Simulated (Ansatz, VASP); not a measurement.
## Two plane-wave programs on HgTe

```
CELL_PARAMETERS angstrom
0.00000 3.29325 3.29325
3.29325 0.00000 3.29325
3.29325 3.29325 0.00000
ATOMIC_POSITIONS crystal
Hg 0.00000 0.00000 0.00000
Te 0.25000 0.25000 0.25000
```

Alike in both runs: task single point; functional PBE; k mesh 6 × 6 × 6; occupations fermi-dirac, width 0.02 eV; no spin polarisation.

```csv
,VASP,Ansatz
version,VASP 6.6.1,Ansatz 0.2.0
potentials or method,"VASP PAW PBE potentials, release 64 (Hg, Te)","plane waves, PAW"
plane-wave cutoff (eV),500,420
valence electrons in the cell,18,36
```

|  | VASP | Ansatz | Ansatz less VASP |
| --- | --- | --- | --- |
| pressure (GPa) | 1.2 | 1.1 | -0.05 |

VASP's potentials hold 18 valence electrons a cell and Ansatz's 36, so a difference there can come from the potentials and not from the codes.

Spin-orbit coupling is off throughout.
